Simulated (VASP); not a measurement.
# Pd in VASP: a series of runs

The runs below take Pd through single point, with PBE.

Everything below comes from runs of VASP 6.6.1. Logs are shortened: lines on timing, memory, paths and dates and some standing lists are left out, and cuts for length are marked.

## (1) The cell of the first run

The cell holds a slab with vacuum, 4 atoms: a = 2.790 Å, b = 3.946 Å, c = 20.186 Å, α = 90.00°, β = 90.00°, γ = 90.00°.

## (2) Single point, PBE

File INCAR:

```
SYSTEM = Pd
  PREC = Accurate
  ENCUT = 520
  EDIFF = 1E-7
  ISMEAR = -1
  SIGMA = 0.1
  LREAL = .False.
  LASPH = .True.
  NELM = 100
  ALGO = Normal
  ISIF = 2
  LWAVE = .False.
  LCHARG = .False.
  LDIPOL = .True.
  IDIPOL = 3
  DIPOL = 0.5 0.5 0.500
  GGA = PE
  EFIELD = -0.1
  NBANDS = 28
```

File KPOINTS:

```
regular mesh
0
Gamma
  12 8 1
  0 0 0
```

File POSCAR:

```
Pd
1.0
    2.7903171796      0.0000000000      0.0000000000
    0.0000000000      3.9461043987      0.0000000000
    0.0000000000      0.0000000000     20.1855000000
Pd
4
Direct
    0.2500000000      0.2500000000      0.4003092885
    0.7500000000      0.7500000000      0.4630716297
    0.2500000000      0.2500000000      0.5369283413
    0.7500000000      0.7500000000      0.5996907401
```

Potentials or basis: VASP PAW PBE potentials, release 64 (Pd).

Run with:

```console
$ cat potpaw_PBE.64/Pd/POTCAR > POTCAR
$ mpirun -np 1 vasp_std > vasp.out
```

OUTCAR:

```text
SYSTEM = Pd
   PREC = Accurate
   ENCUT = 520
   EDIFF = 1E-7
   ISMEAR = -1
   LREAL = .False.
   LASPH = .True.
   NELM = 100
   ISIF = 2
   GGA = PE

 ion  position               nearest neighbor table
   1  0.250  0.250  0.400-   2 2.73   2 2.73   2 2.73   2 2.73   3 2.76
   2  0.750  0.750  0.463-   1 2.73   1 2.73   1 2.73   1 2.73   4 2.76   3 2.84   3 2.84   3 2.84
                             3 2.84
   3  0.250  0.250  0.537-   4 2.73   4 2.73   4 2.73   4 2.73   1 2.76   2 2.84   2 2.84   2 2.84
                             2 2.84
   4  0.750  0.750  0.600-   3 2.73   3 2.73   3 2.73   3 2.73   2 2.76

  LATTYP: Found a simple orthorhombic cell.
 ALAT       =     2.7903171796
 B/A-ratio  =     1.4142135624
 C/A-ratio  =     7.2341238292

  Lattice vectors:

 A1 = (   2.7903171796,   0.0000000000,   0.0000000000)
 A2 = (   0.0000000000,   3.9461043987,   0.0000000000)
 A3 = (   0.0000000000,   0.0000000000,  20.1855000000)

Analysis of symmetry for initial positions (statically):
=====================================================================
 Subroutine PRICEL returns:
 Original cell was already a primitive cell.

 Routine SETGRP: Setting up the symmetry group for a
 simple orthorhombic supercell.

 Subroutine GETGRP returns: Found  8 space group operations
 (whereof  2 operations were pure point group operations)
 out of a pool of  8 trial point group operations.

The static configuration has the point symmetry S_2 .
 The point group associated with its full space group is D_2h.

Analysis of symmetry for dynamics (positions and initial velocities):
=====================================================================
 An external electric field (EFIELD) may reduce the allowed symmetry operations
 Subroutine PRICEL returns:
 Original cell was already a primitive cell.

 Routine SETGRP: Setting up the symmetry group for a
 simple orthorhombic supercell.

 Subroutine GETGRP returns: Found  4 space group operations
 (whereof  1 operations were pure point group operations)
 out of a pool of  8 trial point group operations.

The dynamic configuration has the point symmetry C_1 .
 The point group associated with its full space group is C_2v.

 Subroutine INISYM returns: Found  4 space group operations
 (whereof  1 operations are pure point group operations),
 and found     1 'primitive' translations

----------------------------------------------------------------------------------------

                                     Primitive cell

  volume of cell :     222.2602

  direct lattice vectors                    reciprocal lattice vectors
     2.790317180  0.000000000  0.000000000     0.358382197  0.000000000  0.000000000
     0.000000000  3.946104399  0.000000000     0.000000000  0.253414481  0.000000000
     0.000000000  0.000000000 20.185500000     0.000000000  0.000000000  0.049540512

  length of vectors
     2.790317180  3.946104399 20.185500000     0.358382197  0.253414481  0.049540512

  position of ions in fractional coordinates (direct lattice)
     0.250000000  0.250000000  0.400309288
     0.750000000  0.750000000  0.463071630
     0.250000000  0.250000000  0.536928341
     0.750000000  0.750000000  0.599690740

  ion indices of the primitive-cell ions
   primitive index   ion index
                 1           1
                 2           2
                 3           3
                 4           4

----------------------------------------------------------------------------------------

 KPOINTS: regular mesh

Automatic generation of k-mesh.
 Grid dimensions read from file:
 generate k-points for:   12    8    1

 Generating k-lattice:

  Cartesian coordinates                     Fractional coordinates (reciprocal lattice)
     0.029865183  0.000000000  0.000000000     0.083333333  0.000000000  0.000000000
     0.000000000  0.031676810  0.000000000     0.000000000  0.125000000  0.000000000
     0.000000000  0.000000000  0.049540512     0.000000000  0.000000000  1.000000000

  Length of vectors
     0.029865183  0.031676810  0.049540512

  Shift w.r.t. Gamma in fractional coordinates (k-lattice)
     0.000000000  0.000000000  0.000000000

 Subroutine IBZKPT returns following result:
 ===========================================

 Found     35 irreducible k-points:

 Following reciprocal coordinates:
            Coordinates               Weight
  0.000000  0.000000  0.000000      1.000000
  0.083333  0.000000  0.000000      2.000000
  0.166667  0.000000  0.000000      2.000000
  0.250000  0.000000  0.000000      2.000000
  0.333333  0.000000  0.000000      2.000000
  0.416667  0.000000  0.000000      2.000000
[... 16 lines left out ...]
  0.083333  0.375000  0.000000      4.000000
  0.166667  0.375000  0.000000      4.000000
 [... further k-points ...]
   k-points           NKPTS =     35   k-points in BZ     NKDIM =     35   number of bands    NBANDS=     28
   number of dos      NEDOS =    301   number of ions     NIONS =      4
   total plane-waves  NPLWV = 108000
   dimension x,y,z NGX =    24 NGY =   30 NGZ =  150
   dimension x,y,z NGXF=    48 NGYF=   60 NGZF=  300
   ions per type =               4
   NGX,Y,Z   is equivalent  to a cutoff of  14.30, 12.64, 12.35 a.u.
   NGXF,Y,Z  is equivalent  to a cutoff of  28.60, 25.28, 24.71 a.u.
 SYSTEM =  Pd
   PREC   = accura    normal or accurate (medium, high low for compatibility)
   ISTART =      0    job   : 0-new  1-cont  2-samecut
   ICHARG =      2    charge: 1-file 2-atom 10-const
   ISPIN  =      1    spin polarized calculation?
   LNONCOLLINEAR =      F non collinear calculations
   LSORBIT =      F    spin-orbit coupling
   LASPH  =      T    aspherical Exc in radial PAW
   ENCUT  =  520.0 eV  38.22 Ry    6.18 a.u.   5.19  7.34 37.53*2*pi/ulx,y,z
   NELM   =    100;   NELMIN=  2; NELMDL= -5     # of ELM steps
   EDIFF  = 0.1E-06   stopping-criterion for ELM
   LREAL  =      F    real-space projection
   EDIFFG = 0.1E-05   stopping-criterion for IOM
   NSW    =      0    number of steps for IOM
   IBRION =     -1    ionic relax: 0-MD 1-quasi-New 2-CG
   NFREE  =      0    steps in history (QN), initial steepest desc. (CG)
   ISIF   =      2    stress and relaxation
   ISYM   =      2    0-nonsym 1-usesym 2-fastsym
   POTIM  = 0.5000    time-step for ionic-motion
   TEBEG  =    0.0;   TEEND  =   0.0 temperature during run
   PSTRESS=    0.0 pullay stress
   NELECT =      40.0000    total number of electrons
   NUPDOWN=      -1.0000    fix difference up-down
   EMIN   =  10.00;   EMAX   =-10.00  energy-range for DOS
   EFERMI =   0.00;   METHOD = LEGACY
   ISMEAR =    -1;   SIGMA  =   0.10  broadening in eV -4-tet -1-fermi 0-gaus
   EFERMI_NEDOS =   21; number of points for ismear=-14 and -15
   IALGO  =     38    algorithm
   IMIX   =      4    mixing-type and parameters
     AMIX     =   0.40;   BMIX     =  1.00
     AMIX_MAG =   1.60;   BMIX_MAG =  1.00
  volume/ion in A,a.u.               =      55.57       374.97
  Fermi-wavevector in a.u.,A,eV,Ry     =   0.924289  1.746652 11.623586  0.854309
  Thomas-Fermi vector in A             =   2.050018
   LORBIT       =      0    0 simple, 1 ext, 2 COOP (PROOUT), +10 PAW based schemes
   GGA     = PE    functional components
   LHFCALC =     F    Hartree Fock is set to
   AEXX    =    0.0000 exact exchange contribution
   IVDW    =     0    specifies the selected vdW correction
   LEPSILON=     F    determine dielectric tensor
   LRPA    =     F    only Hartree local field effects (RPA)
 non-spin polarized calculation
  energy-cutoff  :      520.00
  volume of cell :      222.26
 maximum number of plane-waves:      6022
 NGX is ok and might be reduce to    24
   NGX = 11   NGY = 15   NGZ = 75

 dipolmoment           0.000000      0.000000      0.032555 electrons x Angstroem

 number of electron      39.9999995 magnetization

 dipolmoment           0.000000      0.000000     -0.041756 electrons x Angstroem

 Free energy of the ion-electron system (eV)
  ---------------------------------------------------
  ext. energy  EPLUGINS =         0.00000000
  ---------------------------------------------------
  free energy    TOTEN  =       -18.78913793 eV

  energy without entropy =      -18.48958985  energy(sigma->0) =      -18.63936389

 E-fermi :  -1.0561     XC(G=0):  -4.4767

 val. band max:       -1.0566310655   @ k =   0.0000   0.5000   0.0000
 cond. band min:      -1.0483421755   @ k =   0.4167   0.0000   0.0000
 fundamental gap:      0.0082888900
 Fermi energy:        -1.0561343905

 k-point     1 :       0.0000    0.0000    0.0000
  band No.  band energies     occupation
      1      -6.8585      2.00000
      2      -5.6485      2.00000
      3      -5.2299      2.00000
      4      -4.8134      2.00000
      5      -4.6615      2.00000
      6      -3.9636      2.00000
[... 20 lines left out ...]
     27       4.7044      0.00000
     28       4.8750      0.00000

 k-point     2 :       0.0833    0.0000    0.0000
  band No.  band energies     occupation
      1      -6.7030      2.00000
      2      -5.5303      2.00000
      3      -5.1427      2.00000
      4      -4.6730      2.00000
      5      -4.5472      2.00000
      6      -4.0841      2.00000
[... 20 lines left out ...]
     27       4.8441      0.00000
     28       5.0135      0.00000

 k-point     3 :       0.1667    0.0000    0.0000
  band No.  band energies     occupation
      1      -6.2794      2.00000
      2      -5.2752      2.00000
      3      -4.8893      2.00000
      4      -4.4129      2.00000
      5      -4.3907      2.00000
      6      -4.3346      2.00000
[... 20 lines left out ...]
     27       5.3524      0.00000
     28       5.4214      0.00000

 k-point     4 :       0.2500    0.0000    0.0000
  band No.  band energies     occupation
      1      -5.7595      2.00000
      2      -5.1586      2.00000
      3      -4.7513      2.00000
      4      -4.6856      2.00000
      5      -4.4410      2.00000
      6      -4.4100      2.00000
[... 20 lines left out ...]
     27       6.0722      0.00000
     28       6.7531      0.00000

 k-point     5 :       0.3333    0.0000    0.0000
  band No.  band energies     occupation
      1      -5.4909      2.00000
      2      -5.2554      2.00000
      3      -5.0611      2.00000
      4      -5.0133      2.00000
      5      -4.2643      2.00000
      6      -4.2446      2.00000
[... 20 lines left out ...]
     27       6.6165      0.00000
     28       6.9290      0.00000

 k-point     6 :       0.4167    0.0000    0.0000
  band No.  band energies     occupation
      1      -5.4930      2.00000
      2      -5.4089      2.00000
      3      -5.2613      2.00000
      4      -5.2357      2.00000
      5      -4.1675      2.00000
      6      -4.1068      2.00000
[... 463 lines left out ...]
      5      -4.4459      2.00000
      6      -4.4445      2.00000
[... 20 lines left out ...]
     27       7.8998      0.00000
     28       7.9011      0.00000

 k-point    22 :       0.0000    0.3750    0.0000
  band No.  band energies     occupation
      1      -5.8446      2.00000
      2      -5.5360      2.00000
      3      -5.0477      2.00000
      4      -4.9679      2.00000
      5      -4.4102      2.00000
      6      -3.9249      2.00000
[... 20 lines left out ...]
     27       4.8555      0.00000
     28       5.3507      0.00000

 k-point    23 :       0.0833    0.3750    0.0000
  band No.  band energies     occupation
      1      -5.6986      2.00000
      2      -5.3930      2.00000
      3      -4.8982      2.00000
      4      -4.8277      2.00000
      5      -4.3884      2.00000
      6      -3.9756      2.00000
[... 20 lines left out ...]
     27       4.9912      0.00000
     28       5.4739      0.00000

 k-point    24 :       0.1667    0.3750    0.0000
  band No.  band energies     occupation
      1      -5.3325      2.00000
      2      -5.0201      2.00000
      3      -4.5924      2.00000
      4      -4.5181      2.00000
      5      -4.3688      2.00000
      6      -4.0019      2.00000
[... 20 lines left out ...]
     27       5.3963      0.00000
     28       5.8394      0.00000

 [... further k-points ...]

------------------------ aborting loop because EDIFF is reached ----------------------------------------

 vacuum level on the upper side and lower side of the slab       (xc-potential included)         0.640        -0.678

  FORCE on cell =-STRESS in cart. coord.  units (eV):
  Direction    XX          YY          ZZ          XY          YZ          ZX
  --------------------------------------------------------------------------------------
  -------------------------------------------------------------------------------------
  Total       -2.7066788     -1.9650786     -0.1100740      0.0000000      0.0000000      0.0000000
  in kB      -19.5112746    -14.1654006     -0.7934756      0.0000000      0.0000000      0.0000000
  external PRESSURE =     -11.4900503 kB  Pullay stress =       0.0000000 kB

 VOLUME and BASIS-vectors are now :
 -----------------------------------------------------------------------------
  energy-cutoff  :      520.00
  volume of cell :      222.26
      direct lattice vectors                 reciprocal lattice vectors
     2.790317180  0.000000000  0.000000000     0.358382197  0.000000000  0.000000000
     0.000000000  3.946104399  0.000000000     0.000000000  0.253414481  0.000000000
     0.000000000  0.000000000 20.185500000     0.000000000  0.000000000  0.049540512

 POSITION                                       TOTAL-FORCE (eV/Angst)
 -----------------------------------------------------------------------------------
      0.69758      0.98653      8.08044         0.000000      0.000000      0.015867
      2.09274      2.95958      9.34733         0.000000      0.000000      0.007719
      0.69758      0.98653     10.83817         0.000000      0.000000     -0.006688
      2.09274      2.95958     12.10506         0.000000      0.000000     -0.016898
 -----------------------------------------------------------------------------------
    total drift:                                0.000000      0.000000     -0.000014

  FREE ENERGIE OF THE ION-ELECTRON SYSTEM (eV)
  ---------------------------------------------------
  free  energy   TOTEN  =       -18.7891379311 eV

  energy  without entropy=      -18.4895898471  energy(sigma->0) =      -18.63936389

 vacuum level on the upper side and lower side of the slab         4.523         3.236
```

It took 11 min on 1 thread of Intel Xeon 8259CL, shared host; peak memory 0.41 GiB.

What came out:

| Item | Value |
| --- | --- |
| Free energy | -18.7891 eV |
| Largest force | 0.017 eV/Å |
| Band gap on the k mesh | zero (band 20 reaches -0.93 eV, above the bottom of band 21 at -1.28 eV) |

Forces in eV/Å, atoms in the order of the input:
```
Pd   0.000  0.000  0.016
Pd   0.000  0.000  0.008
Pd   0.000  0.000 -0.007
Pd   0.000  0.000 -0.017
```

## (3) Single point, PBE

File INCAR:

```
PREC = Accurate
ENCUT = 520
EDIFF = 1E-6
ISMEAR = -1
SIGMA = 0.1
LREAL = False
LASPH = True
NELM = 60
ALGO = Normal
ISIF = 2
LWAVE = False
LCHARG = False
GGA = PE
NBANDS = 28
```

File KPOINTS:

```
Automatic mesh
0
Gamma
  12 8 1
```

POSCAR is that of step 2.

Potentials or basis: VASP PAW PBE potentials, release 64 (Pd).

Run with:

```console
$ cat potpaw_PBE.64/Pd/POTCAR > POTCAR
$ mpirun -np 1 vasp_std > vasp.out
```

OUTCAR:

```text
PREC = Accurate
   ENCUT = 520
   EDIFF = 1E-6
   ISMEAR = -1
   LREAL = False
   LASPH = True
   NELM = 60
   ISIF = 2
   GGA = PE

 ion  position               nearest neighbor table
   1  0.250  0.250  0.400-   2 2.73   2 2.73   2 2.73   2 2.73   3 2.76
   2  0.750  0.750  0.463-   1 2.73   1 2.73   1 2.73   1 2.73   4 2.76   3 2.84   3 2.84   3 2.84
                             3 2.84
   3  0.250  0.250  0.537-   4 2.73   4 2.73   4 2.73   4 2.73   1 2.76   2 2.84   2 2.84   2 2.84
                             2 2.84
[... 950 lines left out ...]
  --------------------------------------------------------------------------------------
  -------------------------------------------------------------------------------------
  Total       -2.7078719     -1.9660611     -0.1078057     -0.0000000      0.0000000      0.0000000
  in kB      -19.5198752    -14.1724828     -0.7771243     -0.0000000      0.0000000      0.0000000
  external PRESSURE =     -11.4898274 kB  Pullay stress =       0.0000000 kB

 VOLUME and BASIS-vectors are now :
 -----------------------------------------------------------------------------
  energy-cutoff  :      520.00
  volume of cell :      222.26
      direct lattice vectors                 reciprocal lattice vectors
     2.790317180  0.000000000  0.000000000     0.358382197  0.000000000  0.000000000
     0.000000000  3.946104399  0.000000000     0.000000000  0.253414481  0.000000000
     0.000000000  0.000000000 20.185500000     0.000000000  0.000000000  0.049540512

 POSITION                                       TOTAL-FORCE (eV/Angst)
 -----------------------------------------------------------------------------------
      0.69758      0.98653      8.08044         0.000000     -0.000000      0.016690
      2.09274      2.95958      9.34733        -0.000000     -0.000000      0.007198
      0.69758      0.98653     10.83817         0.000000      0.000000     -0.007198
      2.09274      2.95958     12.10506        -0.000000     -0.000000     -0.016690
 -----------------------------------------------------------------------------------
    total drift:                                0.000000      0.000000      0.000657

  FREE ENERGIE OF THE ION-ELECTRON SYSTEM (eV)
  ---------------------------------------------------
  free  energy   TOTEN  =       -18.7870505873 eV

  energy  without entropy=      -18.4875013492  energy(sigma->0) =      -18.63727597
```

OSZICAR:

```text
N       E                     dE             d eps       ncg     rms          rms(c)
DAV:   1     0.244449244155E+03    0.24445E+03   -0.16899E+04  1960   0.117E+03
DAV:   2    -0.868487066662E+01   -0.25313E+03   -0.23912E+03  2404   0.245E+02
DAV:   3    -0.195175016059E+02   -0.10833E+02   -0.10405E+02  2220   0.510E+01
[... 15 lines left out ...]
DAV:  19    -0.187870290722E+02   -0.33305E-04   -0.17298E-06  1488   0.350E-03    0.753E-04
DAV:  20    -0.187870419811E+02   -0.12909E-04   -0.47820E-07  1476   0.264E-03    0.482E-04
DAV:  21    -0.187870487677E+02   -0.67866E-05   -0.30930E-07  1444   0.196E-03    0.257E-04
DAV:  22    -0.187870502599E+02   -0.14922E-05   -0.72619E-08  1416   0.682E-04    0.530E-05
DAV:  23    -0.187870505873E+02   -0.32736E-06   -0.14584E-08  1340   0.300E-04
   1 F= -.18787051E+02 E0= -.18637276E+02  d E =-.299549E+00
```

stdout:

```text
POSCAR found type information on POSCAR Pd
 POSCAR found :  1 types and       4 ions
 scaLAPACK will be used
 LDA part: xc-table for (Slater+PW92), standard interpolation
 POSCAR, INCAR and KPOINTS ok, starting setup
 FFT: planning ... GRIDC
 FFT: planning ... GRID_SOFT
 FFT: planning ... GRID
 WAVECAR not read
 entering main loop
```

It took 8.5 min on 1 thread of Intel Xeon 8259CL, shared host; peak memory 0.41 GiB.

Results:

```yaml
Free_energy: -18.7871 eV
Largest_force: 0.017 eV/Å
Band_gap_on_the_k_mesh: zero (band 20 reaches -0.93 eV, above the bottom of band 21 at -1.28 eV)
```

Forces on the atoms (eV/Å):
```
Pd   0.000  0.000  0.017
Pd   0.000  0.000  0.007
Pd   0.000  0.000 -0.007
Pd   0.000  0.000 -0.017
```

Levels at points of the mesh, in eV from the Fermi level:
```
           k point  band 16  band 17  band 18  band 19  band 20  band 21  band 22  band 23  band 24  band 25
(0.00, 0.00, 0.00)    -1.07    -0.72    -0.50    -0.37    -0.24    -0.23     0.23     1.18     3.85     4.79
(0.50, 0.00, 0.00)    -0.30    -0.18    -0.18     0.07     0.07     2.59     2.59     3.38     3.38     6.22
(0.00, 0.50, 0.00)    -0.69    -0.26    -0.26    -0.21    -0.21     0.00     0.00     0.97     0.97     3.22
(0.50, 0.50, 0.00)    -0.85     0.01     0.01     0.06     0.06     2.67     2.67     5.94     5.94     7.12
```
